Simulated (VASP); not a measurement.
Wanted: the native input for a VASP 6.6.1 run.

| Item | Value |
| --- | --- |
| Task | relaxation of cell and atoms |
| Functional | PBE |
| Potentials or basis | VASP PAW PBE potentials, release 64 (Zr_sv, W_sv) |
| Cutoff | 500 eV |
| k mesh | 4 × 4 × 6 |
| Occupations | gaussian, width 0.1 eV |
| Spin | no spin polarisation |
| Dipole correction | no |
| Further INCAR settings | ALGO = Normal; EDIFF = 1e-07; IBRION = 2; EDIFFG = -0.04; NSW = 90; ISIF = 3 |

The structure of Zr2W lies in POSCAR:

```
Zr2W
1.0
    5.4299968256      0.0000000000      0.0000000000
    0.0000000000      5.4299968256      0.0000000000
    0.0000000000      0.0000000000      3.4974663924
Zr W
4 2
Direct
    0.3060000000      0.3060000000      0.0000000000
    0.1940000000      0.8060000000      0.5000000000
    0.6940000000      0.6940000000      0.0000000000
    0.8060000000      0.1940000000      0.5000000000
    0.0000000000      0.0000000000      0.0000000000
    0.5000000000      0.5000000000      0.5000000000
```

The input as run:

INCAR

```
SYSTEM = Zr2W
  ALGO = Normal
  EDIFF = 1E-7
  EDIFFG = -0.04
  ENCUT = 500
  GGA = PE
  GGA_COMPAT = .False.
  IBRION = 2
  ISIF = 3
  ISMEAR = 0
  LASPH = .True.
  LCHARG = .False.
  LREAL = .False.
  LWAVE = .False.
  NELM = 120
  NELMIN = 4
  NSW = 90
  PREC = Accurate
  SIGMA = 0.1
```

KPOINTS

```
k-points
0
Gamma
  4 4 6
  0 0 0
```

Potentials or basis: VASP PAW PBE potentials, release 64 (Zr_sv, W_sv).

Launch:

```console
$ cat potpaw_PBE.64/Zr_sv/POTCAR potpaw_PBE.64/W_sv/POTCAR > POTCAR
$ mpirun -np 1 vasp_std > vasp.out
```

It gave:

The relaxed volume is 25.10 Å³/atom, the relaxed cell is a = 5.824 Å, b = 5.824 Å, c = 4.440 Å, α = 90.00°, β = 90.00°, γ = 90.00° and the space group after relaxing (to 0.1 Å) is P4_2/mnm (No. 136). The pressure after relaxing is 0.1 GPa, the largest force after relaxing is 0.007 eV/Å and the band gap on the k mesh is zero (bands 38 and 39 overlap by 0.46 eV).

Caveat: the volume moved by over 15 % at a fixed basis, so the end points are rough; spin-orbit coupling is left out, which moves the levels of the heavy elements.

Run time: 20 min on 1 thread of Intel(R) Xeon(R) 6975P-C (Granite Rapids) (shared host), peak memory 0.25 GiB.
